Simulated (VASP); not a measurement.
Wanted: the native input for a VASP 6.6.1 run.

* Task: single point
* Functional: r2SCAN
* Potentials or basis: VASP PAW PBE potentials, release 64 (Zn, F)
* Cutoff: 660 eV
* k mesh: 6 × 6 × 8
* Occupations: gaussian, width 0.02 eV
* Spin: no spin polarisation
* Dipole correction: no
* Further INCAR settings: ALGO = Normal; EDIFF = 1e-06; NBANDS = 35

ZnF2:

```
Zn F
1.0
     4.74953    0.00000    0.00000
     0.00000    4.74953    0.00000
     0.00000    0.00000    3.10859
Zn F
2 4
Direct
  0.50000 0.50000 0.50000
  0.00000 0.00000 0.00000
  0.69688 0.69688 0.00000
  0.80312 0.19688 0.50000
  0.30312 0.30312 0.00000
  0.19688 0.80312 0.50000
```

This cell differs from its parent crystal: biaxial strain in the a-b plane: +1.0 %.

These files were run (other wordings do the same):

POSCAR

```
ZnF2
1.0
    4.7495314588      0.0000000000      0.0000000000
    0.0000000000      4.7495314588      0.0000000000
    0.0000000000      0.0000000000      3.1085861782
Zn F
2 4
Direct
    0.5000000000      0.5000000000      0.5000000000
    0.0000000000      0.0000000000      0.0000000000
    0.6968813135      0.6968813135      0.0000000000
    0.8031186865      0.1968813135      0.5000000000
    0.3031186865      0.3031186865      0.0000000000
    0.1968813135      0.8031186865      0.5000000000
```

INCAR.step1

```
SYSTEM = ZnF2
PREC = Accurate ; ENCUT = 660
ISMEAR = 0 ; SIGMA = 0.02
LREAL = .False. ; LASPH = .True.
NELM = 120 ; NBANDS = 35
GGA = PE ; ALGO = Normal
EDIFF = 1E-5 ; LWAVE = .True.
LCHARG = .False. ; GGA_COMPAT = .False.
```

INCAR.step2

```
SYSTEM = ZnF2
PREC = Accurate ; ENCUT = 660
EDIFF = 1E-6 ; ISMEAR = 0
SIGMA = 0.02 ; LREAL = .False.
LASPH = .True. ; NELM = 120
ALGO = Normal ; ISIF = 2
LWAVE = .False. ; LCHARG = .True.
METAGGA = R2SCAN ; LMIXTAU = .True.
LELF = .True. ; LVHAR = .True.
NBANDS = 35 ; ISTART = 1
GGA_COMPAT = .False.
```

KPOINTS

```
regular mesh
0
Gamma
  6 6 8
  0 0 0
```

Potentials or basis: VASP PAW PBE potentials, release 64 (Zn, F).

The run is started by

```sh
$ cat potpaw_PBE.64/Zn/POTCAR potpaw_PBE.64/F/POTCAR > POTCAR
$ cp INCAR.step1 INCAR
$ mpirun -np 1 vasp_std > vasp.out
$ cp INCAR.step2 INCAR
$ mpirun -np 1 vasp_std > vasp.out
```

It gave:

```json
{"Pressure": "-1.0 GPa", "Largest force": "0.005 eV/Å", "Band gap on the k mesh": "4.23 eV"}
```

Caveat: the cell differs from its parent crystal (biaxial strain in the a-b plane: +1.0 %); the PAW data sets were made with another functional, which shifts forces and pressure a little.

It took 11 min on 1 thread of Oxide Virtual Turin-like Processor (shared host), peak memory 0.26 GiB.
